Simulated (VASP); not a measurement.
Wanted: the native input for a VASP 6.6.1 run.

```
Task                   : single point
Functional             : PBE
Potentials or basis    : VASP PAW PBE potentials, release 64 (Cu, I)
Cutoff                 : 520 eV
k mesh                 : 8 × 8 × 8
Occupations            : fermi-dirac, width 0.02 eV
Spin                   : no spin polarisation
Dipole correction      : no
Further INCAR settings : ALGO = Normal; EDIFF = 1e-06; NBANDS = 16
```

The structure of CuI lies in POSCAR:

```
CuI
1.0
    3.6613896848      0.0000000000      0.0000000000
    0.0000000000      3.6613896848      0.0000000000
    0.0000000000      0.0000000000      3.6613896848
Cu I
1 1
Direct
    0.0000000000      0.0000000000      0.0000000000
    0.5000000000      0.5000000000      0.5000000000
```

One way to write it, as run:

INCAR

```
PREC = Accurate
ENCUT = 520
EDIFF = 1E-6
ISMEAR = -1
SIGMA = 0.02
LREAL = F
LASPH = T
NELM = 100
ALGO = Normal
ISIF = 2
LWAVE = F
LCHARG = F
GGA = PE
NBANDS = 16
```

KPOINTS

```
Automatic mesh
0
Gamma
  8 8 8
```

Potentials or basis: VASP PAW PBE potentials, release 64 (Cu, I).

The run is started by

```bash
$ cat potpaw_PBE.64/Cu/POTCAR potpaw_PBE.64/I/POTCAR > POTCAR
$ mpirun -np 1 vasp_std > vasp.out
```

It gave:

* Pressure: -0.1 GPa
* Band gap on the k mesh: zero (band 9 reaches 5.64 eV, above the bottom of band 10 at 5.21 eV)

Caveat: spin-orbit coupling is left out, which moves the levels of the heavy elements; semilocal functionals often make such compounds metallic where correlation or magnetic order opens a gap, which also shifts bond lengths.

Wall time 30 s on 1 thread of Intel(R) Xeon(R) Platinum 8259CL CPU @ 2.50GHz (Skylake/Cascade Lake), with other jobs on the host, peak memory 0.17 GiB.
